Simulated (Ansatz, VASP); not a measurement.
**Two plane-wave programs on Al**

File POSCAR:

```
Al
1.0
   -2.8221979689      0.0000000000      0.0000000000
   -1.4110989845     -2.4440951356      0.0000000000
    0.0000000000      0.0000000000     18.5241186883
Al
8
Direct
    1.0000000000      1.0000000000      0.0000000000
    1.0000000000      1.0000000000      0.5000000000
    0.3333333333      0.3333333333      0.1250000000
    0.3333333333      0.3333333333      0.6250000000
    1.0000000000      1.0000000000      0.2500000000
    1.0000000000      1.0000000000      0.7500000000
    0.6666666667      0.6666666667      0.3750000000
    0.6666666667      0.6666666667      0.8750000000
```

The input INCAR.step1:

```
SYSTEM = Al
ALGO = Normal ; EDIFF = 1E-4
ENCUT = 520 ; GGA = PE
ISMEAR = 0 ; LASPH = .TRUE.
LCHARG = .FALSE. ; LREAL = .FALSE.
LWAVE = .TRUE. ; NBANDS = 22
NELM = 80 ; PREC = Accurate
SIGMA = 0.15
```

The input INCAR.step2:

```
SYSTEM = Al
ALGO = Normal ; EDIFF = 1E-6
ENCUT = 520 ; ISIF = 2
ISMEAR = 0 ; ISTART = 1
LASPH = .TRUE. ; LCHARG = .FALSE.
LMIXTAU = .TRUE. ; LREAL = .FALSE.
LWAVE = .FALSE. ; METAGGA = R2SCAN
NBANDS = 22 ; NELM = 80
PREC = Accurate ; SIGMA = 0.15
```

The input KPOINTS:

```
k-points
0
G
  19 19 3
  0 0 0
```

Input for Ansatz:

```yaml
crystal:
  lattice:
    - [-2.8221979689, 0.0, 0.0]
    - [-1.4110989845, -2.4440951356, 0.0]
    - [0.0, 0.0, 18.5241186883]
  atoms:
    - { symbol: Al, position: [1.0, 1.0, 0.0] }
    - { symbol: Al, position: [1.0, 1.0, 0.5] }
    - { symbol: Al, position: [0.3333333333, 0.3333333333, 0.125] }
    - { symbol: Al, position: [0.3333333333, 0.3333333333, 0.625] }
    - { symbol: Al, position: [1.0, 1.0, 0.25] }
    - { symbol: Al, position: [1.0, 1.0, 0.75] }
    - { symbol: Al, position: [0.6666666667, 0.6666666667, 0.375] }
    - { symbol: Al, position: [0.6666666667, 0.6666666667, 0.875] }
basis:
  ecutwfc: 500
kpoints:
  mp_grid: { grid: [19, 19, 3] }
hamiltonian:
  xc: r2scan
scf:
  occupations: { method: gaussian, width: 0.15 }
output:
  forces: true
  stress: true
  eigenvalues: true
```

Alike in both runs: task single point; functional r2SCAN; k mesh 19 × 19 × 3; occupations gaussian, width 0.15 eV; no spin polarisation.

```csv
,VASP,Ansatz
version,VASP 6.6.1,Ansatz 0.2.0
potentials or method,"VASP PAW PBE potentials, release 64 (Al), cutoff 520 eV","scalar-relativistic, plane waves, PAW"
valence electrons in the cell,24,24
```

```csv
,VASP,Ansatz,Ansatz less VASP
gap on the k mesh at the Fermi level (eV),none,none,-
pressure (GPa),-0.3,0.0,+0.32
"traceless stress, the component that is largest in VASP (GPa)",0.32,0.32,0.000
```

VASP's potentials were made for PBE, not for r2SCAN. A gap of «none» marks a metal or a gap that the smearing closes.
